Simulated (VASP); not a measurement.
# InP: single point with PBEsol

Crystal: InP.

```
In P
1.0
     0.00000    5.71000   -5.71000
    -5.71000    0.00000   -5.71000
    -5.71000    5.71000    0.00000
In P
8 8
Direct
  0.50000 0.50000 0.00000
  0.00000 0.50000 0.00000
  0.50000 0.00000 0.00000
  0.00000 0.00000 0.00000
  0.50000 0.50000 0.50000
  0.00000 0.50000 0.50000
  0.50000 0.00000 0.50000
  0.00000 0.00000 0.50000
  0.75000 0.75000 0.25000
  0.25000 0.75000 0.25000
  0.75000 0.25000 0.25000
  0.25000 0.25000 0.25000
  0.75000 0.75000 0.75000
  0.25000 0.75000 0.75000
  0.75000 0.25000 0.75000
  0.25000 0.25000 0.75000
```

| Property | Result |
| --- | --- |
| Program | VASP 6.6.1 |
| Task | single point |
| Functional | PBEsol |
| Potentials or basis | VASP PAW PBE potentials, release 64 (In_d, P) |
| Cutoff | 500 eV |
| k mesh | 2 × 2 × 2, shifted |
| Occupations | gaussian, width 0.1 eV |
| Spin | no spin polarisation |

* Pressure: -8.4 GPa
* Band gap on the k mesh: zero (bands 72 and 73 overlap by 0.29 eV)

Levels at points of the mesh, in eV from the Fermi level:
```
           k point  band 67  band 68  band 69  band 70  band 71  band 72  band 73  band 74  band 75  band 76
(0.25, 0.25, 0.25)    -0.96    -0.96    -0.47    -0.47    -0.47    -0.25    -0.25    -0.01    -0.01     1.32
```

Wall time 2.4 min on 1 thread of AMD EPYC 9R45 96-Core Processor (Zen 5), with other jobs on the host, peak memory 0.46 GiB.

Caveat: the cell stands under tension; semilocal functionals underestimate gaps, and a narrow one can read as zero; the PAW data sets were made with another functional, which shifts forces and pressure a little; spin-orbit coupling is left out, which moves the levels of the heavy elements.
